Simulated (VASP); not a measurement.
# KBr in VASP: a series of runs

KBr is run at these levels: PBEsol; tasks: single point.

Program: VASP 6.6.1. These are calculated values, not measurements. Logs are shortened: lines on timing, memory, paths and dates and some standing lists are left out, and cuts for length are marked.

**1. The cell of the first run**

The structure is cubic, space group Fm-3m (No. 225). Conventional cell: a = 7.112 Å, b = 7.112 Å, c = 7.112 Å, α = 90.00°, β = 90.00°, γ = 90.00°. Within 4.7 Å of K (site symmetry m-3m) lie 6 Br at 3.56 Å. Within 4.7 Å of Br (site symmetry m-3m) lie 6 K at 3.56 Å.

**2. Single point, PBEsol (strain +0.080 along x and y, +0.080 along z)**

The input, INCAR:

```
SYSTEM = KBr
  PREC = Accurate
  ENCUT = 520
  EDIFF = 1E-6
  ISMEAR = 0
  SIGMA = 0.05
  LREAL = .False.
  LASPH = .True.
  NELM = 80
  ALGO = Normal
  ISIF = 2
  LWAVE = .False.
  LCHARG = .False.
  GGA = PS
  NBANDS = 15
```

The input, KPOINTS:

```
regular mesh
0
Gamma
  6 6 6
  0 0 0
```

The input, POSCAR:

```
KBr
1.0
    0.0000000000      3.5559000000      3.5559000000
    3.5559000000      0.0000000000      3.5559000000
    3.5559000000      3.5559000000      0.0000000000
K Br
1 1
Direct
    0.0000000000      0.0000000000      0.0000000000
    0.5000000000      0.5000000000      0.5000000000
```

Potentials or basis: VASP PAW PBE potentials, release 64 (K_sv, Br).

Command:

```
$ cat potpaw_PBE.64/K_sv/POTCAR potpaw_PBE.64/Br/POTCAR > POTCAR
$ mpirun -np 1 vasp_std > vasp.out
```

OUTCAR:

```text
SYSTEM = KBr
   PREC = Accurate
   ENCUT = 520
   EDIFF = 1E-6
   ISMEAR = 0
   LREAL = .False.
   LASPH = .True.
   NELM = 80
   ISIF = 2
   GGA = PS

 ion  position               nearest neighbor table
   1  0.000  0.000  0.000-
   2  0.500  0.500  0.500-

  LATTYP: Found a face centered cubic cell.
 ALAT       =     7.1118000000

  Lattice vectors:

 A1 = (   0.0000000000,   3.5559000000,   3.5559000000)
 A2 = (   3.5559000000,   0.0000000000,   3.5559000000)
 A3 = (   3.5559000000,   3.5559000000,   0.0000000000)

Analysis of symmetry for initial positions (statically):
=====================================================================
 Subroutine PRICEL returns:
 Original cell was already a primitive cell.

 Routine SETGRP: Setting up the symmetry group for a
 face centered cubic supercell.

 Subroutine GETGRP returns: Found 48 space group operations
 (whereof 48 operations were pure point group operations)
 out of a pool of 48 trial point group operations.

The static configuration has the point symmetry O_h .

Analysis of symmetry for dynamics (positions and initial velocities):
=====================================================================
 Subroutine PRICEL returns:
 Original cell was already a primitive cell.

 Routine SETGRP: Setting up the symmetry group for a
 face centered cubic supercell.

 Subroutine GETGRP returns: Found 48 space group operations
 (whereof 48 operations were pure point group operations)
 out of a pool of 48 trial point group operations.

The dynamic configuration has the point symmetry O_h .

 Subroutine INISYM returns: Found 48 space group operations
 (whereof 48 operations are pure point group operations),
 and found     1 'primitive' translations

----------------------------------------------------------------------------------------

                                     Primitive cell

  volume of cell :      89.9246

  direct lattice vectors                    reciprocal lattice vectors
     0.000000000  3.555900000  3.555900000    -0.140611378  0.140611378  0.140611378
     3.555900000  0.000000000  3.555900000     0.140611378 -0.140611378  0.140611378
     3.555900000  3.555900000  0.000000000     0.140611378  0.140611378 -0.140611378

  length of vectors
     5.028802006  5.028802006  5.028802006     0.243546051  0.243546051  0.243546051

  position of ions in fractional coordinates (direct lattice)
     0.000000000  0.000000000  0.000000000
     0.500000000  0.500000000  0.500000000

  ion indices of the primitive-cell ions
   primitive index   ion index
                 1           1
                 2           2

----------------------------------------------------------------------------------------

 KPOINTS: regular mesh

Automatic generation of k-mesh.
 Grid dimensions read from file:
 generate k-points for:    6    6    6

 Generating k-lattice:

  Cartesian coordinates                     Fractional coordinates (reciprocal lattice)
    -0.023435230  0.023435230  0.023435230     0.166666667  0.000000000  0.000000000
     0.023435230 -0.023435230  0.023435230     0.000000000  0.166666667  0.000000000
     0.023435230  0.023435230 -0.023435230     0.000000000  0.000000000  0.166666667

  Length of vectors
     0.040591009  0.040591009  0.040591009

  Shift w.r.t. Gamma in fractional coordinates (k-lattice)
     0.000000000  0.000000000  0.000000000

 Subroutine IBZKPT returns following result:
 ===========================================

 Found     16 irreducible k-points:

 Following reciprocal coordinates:
            Coordinates               Weight
  0.000000  0.000000  0.000000      1.000000
  0.166667  0.000000  0.000000      8.000000
  0.333333  0.000000  0.000000      8.000000
  0.500000  0.000000  0.000000      4.000000
  0.166667  0.166667  0.000000      6.000000
  0.333333  0.166667  0.000000     24.000000
[... 8 lines left out ...]
 -0.333333  0.333333  0.166667     24.000000
 -0.333333  0.500000  0.166667     12.000000
   k-points           NKPTS =     16   k-points in BZ     NKDIM =     16   number of bands    NBANDS=     15
   number of dos      NEDOS =    301   number of ions     NIONS =      2
   total plane-waves  NPLWV =  64000
   dimension x,y,z NGX =    40 NGY =   40 NGZ =   40
   dimension x,y,z NGXF=    80 NGYF=   80 NGZF=   80
   ions per type =               1   1
   NGX,Y,Z   is equivalent  to a cutoff of  13.22, 13.22, 13.22 a.u.
   NGXF,Y,Z  is equivalent  to a cutoff of  26.45, 26.45, 26.45 a.u.
 SYSTEM =  KBr
   PREC   = accura    normal or accurate (medium, high low for compatibility)
   ISTART =      0    job   : 0-new  1-cont  2-samecut
   ICHARG =      2    charge: 1-file 2-atom 10-const
   ISPIN  =      1    spin polarized calculation?
   LNONCOLLINEAR =      F non collinear calculations
   LSORBIT =      F    spin-orbit coupling
   LASPH  =      T    aspherical Exc in radial PAW
   ENCUT  =  520.0 eV  38.22 Ry    6.18 a.u.   9.35  9.35  9.35*2*pi/ulx,y,z
   NELM   =     80;   NELMIN=  2; NELMDL= -5     # of ELM steps
   EDIFF  = 0.1E-05   stopping-criterion for ELM
   LREAL  =      F    real-space projection
   EDIFFG = 0.1E-04   stopping-criterion for IOM
   NSW    =      0    number of steps for IOM
   IBRION =     -1    ionic relax: 0-MD 1-quasi-New 2-CG
   NFREE  =      0    steps in history (QN), initial steepest desc. (CG)
   ISIF   =      2    stress and relaxation
   ISYM   =      2    0-nonsym 1-usesym 2-fastsym
   POTIM  = 0.5000    time-step for ionic-motion
   TEBEG  =    0.0;   TEEND  =   0.0 temperature during run
   PSTRESS=    0.0 pullay stress
   NELECT =      16.0000    total number of electrons
   NUPDOWN=      -1.0000    fix difference up-down
   EMIN   =  10.00;   EMAX   =-10.00  energy-range for DOS
   EFERMI =   0.00;   METHOD = LEGACY
   ISMEAR =     0;   SIGMA  =   0.05  broadening in eV -4-tet -1-fermi 0-gaus
   EFERMI_NEDOS =   21; number of points for ismear=-14 and -15
   IALGO  =     38    algorithm
   IMIX   =      4    mixing-type and parameters
     AMIX     =   0.40;   BMIX     =  1.00
     AMIX_MAG =   1.60;   BMIX_MAG =  1.00
  volume/ion in A,a.u.               =      44.96       303.42
  Fermi-wavevector in a.u.,A,eV,Ry     =   0.920779  1.740020 11.535475  0.847834
  Thomas-Fermi vector in A             =   2.046122
   LORBIT       =      0    0 simple, 1 ext, 2 COOP (PROOUT), +10 PAW based schemes
   GGA     = PS    functional components
   LHFCALC =     F    Hartree Fock is set to
   AEXX    =    0.0000 exact exchange contribution
   IVDW    =     0    specifies the selected vdW correction
   LEPSILON=     F    determine dielectric tensor
   LRPA    =     F    only Hartree local field effects (RPA)
 non-spin polarized calculation
 Gauss-broadening in eV      SIGMA  =   0.05
  energy-cutoff  :      520.00
  volume of cell :       89.92
 maximum number of plane-waves:      2452
 NGX is ok and might be reduce to    40
   NGX = 19   NGY = 19   NGZ = 19

 number of electron      16.0000001 magnetization

 Free energy of the ion-electron system (eV)
  ---------------------------------------------------
  ext. energy  EPLUGINS =         0.00000000
  ---------------------------------------------------
  free energy    TOTEN  =        -6.30276596 eV

  energy without entropy =       -6.30276596  energy(sigma->0) =       -6.30276596

 E-fermi :  -2.2834     XC(G=0):  -6.6419

 val. band max:       -2.5517608983   @ k =   0.0000   0.0000   0.0000
 cond. band min:       1.2610728173   @ k =   0.0000   0.0000   0.0000
 fundamental gap:      3.8128337157
 Fermi energy:        -2.2833578429

 k-point     1 :       0.0000    0.0000    0.0000
  band No.  band energies     occupation
      1     -30.7125      2.00000
      2     -14.6355      2.00000
      3     -14.2360      2.00000
      4     -14.2360      2.00000
      5     -14.2360      2.00000
      6      -2.5518      2.00000
      7      -2.5518      2.00000
      8      -2.5518      2.00000
      9       1.2611      0.00000
     10       4.8786      0.00000
     11       4.8786      0.00000
     12       4.8786      0.00000
     13       5.5750      0.00000
     14       5.5750      0.00000
     15       8.2649      0.00000

 k-point     2 :       0.1667    0.0000    0.0000
  band No.  band energies     occupation
      1     -30.7121      2.00000
      2     -14.6831      2.00000
      3     -14.2367      2.00000
      4     -14.2367      2.00000
      5     -14.1803      2.00000
      6      -2.8018      2.00000
      7      -2.6026      2.00000
      8      -2.6026      2.00000
      9       1.7904      0.00000
     10       4.6854      0.00000
     11       5.1384      0.00000
     12       5.1384      0.00000
     13       5.8185      0.00000
     14       5.8185      0.00000
     15       8.9491      0.00000

 k-point     3 :       0.3333    0.0000    0.0000
  band No.  band energies     occupation
      1     -30.7112      2.00000
      2     -14.7554      2.00000
      3     -14.2383      2.00000
      4     -14.2383      2.00000
      5     -14.0919      2.00000
      6      -3.2012      2.00000
      7      -2.7000      2.00000
      8      -2.7000      2.00000
      9       2.8647      0.00000
     10       4.5922      0.00000
     11       5.8250      0.00000
     12       5.8250      0.00000
     13       6.4346      0.00000
     14       6.4346      0.00000
     15       7.6890      0.00000
[... 199 lines left out ...]
 k-point    15 :      -0.3333    0.3333    0.1667
  band No.  band energies     occupation
      1     -30.7105      2.00000
      2     -14.7000      2.00000
      3     -14.2554      2.00000
      4     -14.2499      2.00000
      5     -14.1329      2.00000
      6      -3.1326      2.00000
      7      -2.9247      2.00000
      8      -2.8105      2.00000
      9       4.1366      0.00000
     10       4.5127      0.00000
     11       5.0481      0.00000
     12       5.7647      0.00000
     13       7.0350      0.00000
     14       7.1792      0.00000
     15       7.4421      0.00000

 k-point    16 :      -0.3333    0.5000    0.1667
  band No.  band energies     occupation
      1     -30.7103      2.00000
      2     -14.6474      2.00000
      3     -14.2661      2.00000
      4     -14.2556      2.00000
      5     -14.1792      2.00000
      6      -3.0713      2.00000
      7      -2.8781      2.00000
      8      -2.8705      2.00000
      9       3.8932      0.00000
     10       4.4186      0.00000
     11       5.0313      0.00000
     12       5.7670      0.00000
     13       6.7754      0.00000
     14       7.4831      0.00000
     15       7.6706      0.00000

------------------------ aborting loop because EDIFF is reached ----------------------------------------

  FORCE on cell =-STRESS in cart. coord.  units (eV):
  Direction    XX          YY          ZZ          XY          YZ          ZX
  --------------------------------------------------------------------------------------
  -------------------------------------------------------------------------------------
  Total       -1.1559890     -1.1559890     -1.1559890      0.0000000      0.0000000     -0.0000000
  in kB      -20.5961320    -20.5961320    -20.5961320      0.0000000      0.0000000     -0.0000000
  external PRESSURE =     -20.5961320 kB  Pullay stress =       0.0000000 kB

 VOLUME and BASIS-vectors are now :
 -----------------------------------------------------------------------------
  energy-cutoff  :      520.00
  volume of cell :       89.92
      direct lattice vectors                 reciprocal lattice vectors
     0.000000000  3.555900000  3.555900000    -0.140611378  0.140611378  0.140611378
     3.555900000  0.000000000  3.555900000     0.140611378 -0.140611378  0.140611378
     3.555900000  3.555900000  0.000000000     0.140611378  0.140611378 -0.140611378

 POSITION                                       TOTAL-FORCE (eV/Angst)
 -----------------------------------------------------------------------------------
      0.00000      0.00000      0.00000        -0.000000      0.000000      0.000000
      3.55590      3.55590      3.55590         0.000000     -0.000000     -0.000000
 -----------------------------------------------------------------------------------
    total drift:                                0.000000     -0.000000     -0.000000

  FREE ENERGIE OF THE ION-ELECTRON SYSTEM (eV)
  ---------------------------------------------------
  free  energy   TOTEN  =        -6.3027659561 eV

  energy  without entropy=       -6.3027659561  energy(sigma->0) =       -6.30276596
```

It took 15 s on 1 thread of Intel Xeon 6975P-C (Granite Rapids), shared host; peak memory 0.23 GiB.

What came out:

- Free energy: -6.3028 eV
- Pressure: -2.1 GPa
- Band gap on the k mesh: 3.81 eV, direct

Levels at points of the mesh, in eV from the valence-band top:
```tsv
k point	band 4	band 5	band 6	band 7	band 8	band 9	band 10	band 11	band 12	band 13
(0.00, 0.00, 0.00)	-11.68	-11.68	0.00	0.00	0.00	3.81	7.43	7.43	7.43	8.13
(0.50, 0.00, 0.00)	-11.69	-11.50	-0.82	-0.19	-0.19	6.00	7.27	9.10	9.10	9.28
(0.50, 0.50, 0.00)	-11.70	-11.70	-0.60	-0.21	-0.21	5.93	6.35	8.23	8.82	8.91
```

Caveat: the cell differs from its parent crystal (strain +0.080 along x and y, +0.080 along z); the PAW data sets were made with another functional, which shifts forces and pressure a little.

**3. Single point, PBEsol (strain -0.080 along x and y, -0.040 along z)**

The input, INCAR:

```
PREC = Accurate ; ENCUT = 520
EDIFF = 1E-6 ; ISMEAR = 0
SIGMA = 0.05 ; LREAL = F
LASPH = T ; NELM = 60
ALGO = Normal ; ISIF = 2
LWAVE = F ; LCHARG = F
GGA = PS ; NBANDS = 15
```

The input, KPOINTS:

```
Automatic mesh
0
Gamma
  6 6 6
```

The input, POSCAR:

```
KBr
1.0
    0.0000000000      3.0291000000      3.1608000000
    3.0291000000      0.0000000000      3.1608000000
    3.0291000000      3.0291000000      0.0000000000
K Br
1 1
Direct
    0.0000000000      0.0000000000      0.0000000000
    0.5000000000      0.5000000000      0.5000000000
```

Potentials or basis: VASP PAW PBE potentials, release 64 (K_sv, Br).

Command:

```
$ cat potpaw_PBE.64/K_sv/POTCAR potpaw_PBE.64/Br/POTCAR > POTCAR
$ mpirun -np 1 vasp_std > vasp.out
```

Wall time 12 s (1 thread of Intel Xeon 6975P-C (Granite Rapids), shared host); peak memory 0.2 GiB.

Results (log left out):

| Item | Value |
| --- | --- |
| Free energy | -6.2842 eV |
| Pressure | 5.1 GPa |
| Band gap on the k mesh | 4.84 eV, direct |

Stress tensor (GPa, compression positive):
```
6.16 0.00 0.00
0.00 6.16 0.00
0.00 0.00 2.86
```

Levels at points of the mesh, in eV from the valence-band top:
| k point | band 5 | band 6 | band 7 | band 8 | band 9 | band 10 | band 11 | band 12 |
| --- | --- | --- | --- | --- | --- | --- | --- | --- |
| (0.00, 0.00, 0.00) | -10.81 | -0.08 | 0.00 | 0.00 | 4.84 | 7.20 | 7.53 | 7.53 |
| (0.50, 0.00, 0.00) | -10.41 | -1.75 | -0.62 | -0.60 | 6.81 | 8.80 | 10.19 | 10.21 |
| (0.50, 0.50, 0.00) | -10.91 | -1.17 | -0.33 | -0.33 | 5.36 | 7.87 | 9.50 | 10.37 |
| (0.50, 0.00, 0.50) | -10.89 | -1.04 | -0.43 | -0.41 | 5.31 | 7.86 | 9.64 | 10.40 |

Caveat: the cell differs from its parent crystal (strain -0.080 along x and y, -0.040 along z); the PAW data sets were made with another functional, which shifts forces and pressure a little. A k mesh can miss the band edges.
